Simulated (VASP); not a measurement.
Input of a VASP 6.6.1 run:

File POSCAR:

```
BN
1.0
    2.4913353509      0.0000000000      0.0000000000
   -1.2456676755      2.1575597032      0.0000000000
    0.0000000000      0.0000000000      4.0010591815
B N
2 2
Direct
    0.0000000000      0.0000000000      0.0000000000
    0.0000000000      0.0000000000      0.5000000000
    0.3333333333      0.6666666667      0.2500000000
    0.6666666667      0.3333333333      0.7500000000
```

File INCAR.step1:

```
SYSTEM = BN
  ALGO = Normal
  EDIFF = 1E-4
  ENCUT = 520
  GGA = PE
  ISMEAR = 0
  LASPH = .True.
  LCHARG = .False.
  LREAL = .False.
  LWAVE = .True.
  NBANDS = 16
  NELM = 80
  PREC = Accurate
  SIGMA = 0.01
```

File INCAR.step2:

```
SYSTEM = BN
  ALGO = Normal
  EDIFF = 1E-7
  ENCUT = 520
  ISIF = 2
  ISMEAR = 0
  ISTART = 1
  LASPH = .True.
  LCHARG = .False.
  LMIXTAU = .True.
  LREAL = .False.
  LWAVE = .False.
  METAGGA = R2SCAN
  NBANDS = 16
  NELM = 80
  PREC = Accurate
  SIGMA = 0.01
```

KPOINTS

```
k-points
0
Gamma
  6 6 4
  0 0 0
```

Potentials or basis: VASP PAW PBE potentials, release 64 (B, N).

Run with:

```sh
$ cat potpaw_PBE.64/B/POTCAR potpaw_PBE.64/N/POTCAR > POTCAR
$ cp INCAR.step1 INCAR
$ mpirun -np 1 vasp_std > vasp.out
$ cp INCAR.step2 INCAR
$ mpirun -np 1 vasp_std > vasp.out
```

**Question.** What does it give for the pressure?

**Answer.** 0.3 GPa.

**Question.** What does it give for the band gap on the k mesh?

**Answer.** 1.81 eV (least direct gap 6.05 eV).

Stress tensor (GPa, compression positive):
```
0.43 0.00 0.00
0.00 0.43 0.00
0.00 0.00 0.07
```

Caveat: the k points lie up to 0.49 Å⁻¹ apart; the PAW data sets were made with another functional, which shifts forces and pressure a little. A k mesh can miss the band edges.
